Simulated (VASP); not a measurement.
TiSi2, 3 atoms in the cell. It takes space group Immm (No. 71, orthorhombic). The conventional cell has a = 2.859 Å, b = 3.336 Å, c = 8.183 Å, α = 90.00°, β = 90.00°, γ = 90.00°. Ti (site symmetry mmm) has 10 Si at 2.60 to 2.70 Å and 4 Ti at 2.86 to 3.34 Å within 3.4 Å. Si (site symmetry mm2) has 9 Si at 2.56 to 3.34 Å and 5 Ti at 2.60 to 2.70 Å within 3.4 Å. 

```yaml
Program: VASP 6.6.1
Task: single point
Functional: PBEsol
Potentials_or_basis: VASP PAW PBE potentials, release 64 (Ti_sv, Si)
Cutoff: 520 eV
k_mesh: 12 × 12 × 12
Occupations: fermi-dirac, width 0.05 eV
Spin: no spin polarisation
Dipole_correction: no
Further_INCAR_settings: ALGO = Normal; EDIFF = 1e-06; NBANDS = 17
```

Potentials or basis: VASP PAW PBE potentials, release 64 (Ti_sv, Si).

The run is started by

```sh
$ cat potpaw_PBE.64/Ti_sv/POTCAR potpaw_PBE.64/Si/POTCAR > POTCAR
$ mpirun -np 1 vasp_std > vasp.out
```

Hardware: 1 thread of Intel Xeon 8259CL, on a shared host.

Task: Estimate the wall time of this run.

Result: It took 6.5 min on 1 thread of Intel Xeon 8259CL (shared host), peak memory 0.34 GiB. Counts: scf iterations 14, k points 280.
